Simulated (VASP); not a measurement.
Write the native input for VASP 6.6.1 that does the following.

```
Task                   : relaxation of cell and atoms
Functional             : PBE
Dispersion             : D3(BJ)
Potentials or basis    : VASP PAW PBE potentials, release 64 (Ti_sv, O)
Cutoff                 : 600 eV
k mesh                 : 6 × 6 × 10
Occupations            : gaussian, width 0.02 eV
Spin                   : no spin polarisation
Dipole correction      : no
Further INCAR settings : ALGO = Normal; EDIFF = 1e-06; IBRION = 2; EDIFFG = -0.005; NSW = 70; ISIF = 3
```

The structure of TiO2 lies in POSCAR:

```
TiO2
1.0
    4.6432750094      0.0000000000      0.0000000000
    0.0000000000      4.6432750094      0.0000000000
    0.0000000000      0.0000000000      2.9638820250
Ti O
2 4
Direct
    0.0000000000      0.0000000000      0.0000000000
    0.5000000000      0.5000000000      0.5000000000
    0.3051282522      0.3051282522      0.0000000000
    0.1948717478      0.8051282522      0.5000000000
    0.6948717478      0.6948717478      0.0000000000
    0.8051282522      0.1948717478      0.5000000000
```

These files were run (other wordings do the same):

INCAR

```
SYSTEM = TiO2
ALGO = Normal
EDIFF = 1E-6
EDIFFG = -0.005
ENCUT = 600
GGA = PE
IBRION = 2
ISIF = 3
ISMEAR = 0
IVDW = 12
LASPH = .True.
LCHARG = .False.
LREAL = .False.
LWAVE = .False.
NELM = 100
NSW = 70
PREC = Accurate
SIGMA = 0.02
```

KPOINTS

```
k-points
0
Gamma
  6 6 10
  0 0 0
```

Potentials or basis: VASP PAW PBE potentials, release 64 (Ti_sv, O).

Launch:

```bash
$ cat potpaw_PBE.64/Ti_sv/POTCAR potpaw_PBE.64/O/POTCAR > POTCAR
$ mpirun -np 1 vasp_std > vasp.out
```

Results of the run:

```json
{
 "Relaxed volume": "10.47 Å³/atom",
 "Relaxed cell": "a = 4.609 Å, b = 4.609 Å, c = 2.957 Å, α = 90.00°, β = 90.00°, γ = 90.00°",
 "Space group after relaxing (to 0.1 Å)": "P4_2/mnm (No. 136)",
 "Energy gained by relaxing": "2.0 meV/atom",
 "Ionic steps": "7",
 "Pressure after relaxing": "0.0 GPa",
 "Largest force after relaxing": "0.004 eV/Å",
 "Band gap on the k mesh": "1.83 eV",
 "Dispersion energy per atom": "-0.247 eV"
}
```

Run time: 4.3 min on 1 thread of Intel(R) Xeon(R) Platinum 8488C (Sapphire Rapids), on a shared host, peak memory 0.27 GiB.
